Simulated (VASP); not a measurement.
The system is Si3N4.

```
CELL_PARAMETERS angstrom
7.60180 0.00000 0.00000
-3.80090 6.58335 0.00000
0.00000 0.00000 2.90660
ATOMIC_POSITIONS crystal
Si 0.17730 0.76770 0.25000
Si 0.40960 0.17730 0.75000
Si 0.23230 0.40960 0.25000
Si 0.82270 0.23230 0.75000
Si 0.59040 0.82270 0.25000
Si 0.76770 0.59040 0.75000
N 0.33333 0.66667 0.25000
N 0.66667 0.33333 0.75000
N 0.33370 0.03230 0.25000
N 0.30140 0.33370 0.75000
N 0.96770 0.30140 0.25000
N 0.66630 0.96770 0.75000
N 0.69860 0.66630 0.25000
N 0.03230 0.69860 0.75000
```

```yaml
Program: VASP 6.6.1
Task: relaxation of the atoms
Functional: PBE
Potentials_or_basis: VASP PAW PBE potentials, release 64 (Si, N)
Cutoff: 520 eV
k_mesh: 4 × 4 × 10
Occupations: fermi-dirac, width 0.02 eV
Spin: no spin polarisation
```

At the start: pressure 5.8 GPa; volume 10.39 Å³/atom.

Problem. Where does the relaxation end?

Solution. Over 12 steps the energy falls by 5.9 meV/atom at a fixed cell; space group P6_3/m (No. 176, to 0.1 Å) before and after.

The path:
```csv
step,energy change (eV),largest force (eV/Å),pressure (GPa)
1,0.0000,0.9629,5.78
2,0.0273,1.2262,5.50
3,-0.0639,0.2838,5.51
4,-0.0762,0.1667,5.49
5,-0.0765,0.1926,5.48
6,-0.0815,0.0732,5.45
7,-0.0818,0.0268,5.46
8,-0.0821,0.0227,5.44
9,-0.0823,0.0573,5.40
10,-0.0824,0.0525,5.40
11,-0.0826,0.0379,5.38
12,-0.0828,0.0164,5.34
```

Final structure:
```
Si N
1.0
     7.60180    0.00000    0.00000
    -3.80090    6.58335    0.00000
     0.00000    0.00000    2.90660
Si N
6 8
Direct
  0.17386 0.76776 0.25000
  0.40610 0.17386 0.75000
  0.23224 0.40610 0.25000
  0.82614 0.23224 0.75000
  0.59390 0.82614 0.25000
  0.76776 0.59390 0.75000
  0.33333 0.66667 0.25000
  0.66667 0.33333 0.75000
  0.32969 0.02970 0.25000
  0.29999 0.32969 0.75000
  0.97030 0.29999 0.25000
  0.67031 0.97030 0.75000
  0.70001 0.67031 0.25000
  0.02970 0.70001 0.75000
```
